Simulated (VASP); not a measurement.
A run of VASP 6.6.1:

INCAR

```
ALGO = Normal
EDIFF = 1E-7
ENCUT = 520
GGA = PS
ISIF = 2
ISMEAR = 0
LASPH = T
LCHARG = F
LDAU = T
LDAUJ = 0 0
LDAUL = 2 -1
LDAUPRINT = 1
LDAUTYPE = 2
LDAUU = 5 0
LMAXMIX = 4
LREAL = Auto
LWAVE = F
NBANDS = 49
NELM = 150
PREC = Accurate
SIGMA = 0.05
```

File KPOINTS:

```
k-points
0
Gamma
  3 3 3
```

POSCAR

```
Si15Ni
1.0
    0.0000000000      5.4370000000      5.4370000000
    5.4370000000      0.0000000000      5.4370000000
    5.4370000000      5.4370000000      0.0000000000
Ni Si
1 15
Direct
    1.0000000000      0.0000000000      1.0000000000
    0.0008460273      0.0008460273      0.4991539727
    0.0008460273      0.4991539727      0.0008460273
    0.0008460273      0.4991539727      0.4991539727
    0.4991539727      0.0008460273      0.0008460273
    0.4991539727      0.0008460273      0.4991539727
    0.4991539727      0.4991539727      0.0008460273
    0.5000000000      0.5000000000      0.5000000000
    0.1202211774      0.1202211774      0.1202211774
    0.1202211774      0.1202211774      0.6393364679
    0.1202211774      0.6393364679      0.1202211774
    0.1235527506      0.6254824165      0.6254824165
    0.6393364679      0.1202211774      0.1202211774
    0.6254824165      0.1235527506      0.6254824165
    0.6254824165      0.6254824165      0.1235527506
    0.6254824165      0.6254824165      0.6254824165
```

Potentials or basis: VASP PAW PBE potentials, release 64 (Ni, Si).

The run is started by

```sh
$ cat potpaw_PBE.64/Ni/POTCAR potpaw_PBE.64/Si/POTCAR > POTCAR
$ mpirun -np 1 vasp_std > vasp.out
```

Hardware: 1 thread of Intel(R) Xeon(R) 6975P-C (Granite Rapids) (shared host).

Question: Estimate the wall time of this run.

Answer: Run time: 100 s on 1 thread of Intel(R) Xeon(R) 6975P-C (Granite Rapids) (shared host), peak memory 0.46 GiB. Counts: scf iterations 22, k points 4.
